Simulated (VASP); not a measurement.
Runs of VASP 6.6.1 on KZnF3. The structure is that of space group Pm-3m (No. 221), or close to it. The cells are those of the table. 

| cell | gap on the mesh (eV) | pressure (GPa) |
| --- | --- | --- |
| relaxed to 60 GPa from a = 3.706 Å, 5 atoms | 4.72 | 60.0 |
| relaxed to 30 GPa from a = 3.821 Å, 5 atoms | (a) | 30.0 |
| relaxed to -3 GPa from a = 4.167 Å, 5 atoms | 3.53 | -3.0 |
| relaxed to 15 GPa from a = 3.917 Å, 5 atoms | (b) | 15.1 |
| relaxed from a = 4.047 Å, 5 atoms | 3.64 | 0.0 |
| relaxed to 8 GPa from a = 3.997 Å, 5 atoms | 3.88 | 8.0 |
| relaxed to 3 GPa from a = 4.089 Å, 5 atoms | 3.74 | 3.0 |

Alike in all rows: task relaxation of cell and atoms; level PBE; potentials or basis VASP PAW PBE potentials, release 64 (K_sv, Zn, F); no spin polarisation; k mesh 6 × 6 × 6; cutoff (eV) 600; smearing gaussian 0.02 eV.

Task: Estimate the missing entries.

Result: (a) 4.30; (b) 4.03.

Caveats: the cell is relaxed towards a set pressure, so the run minimises the enthalpy, not the energy (at least some runs).

A k mesh can miss the band edges.
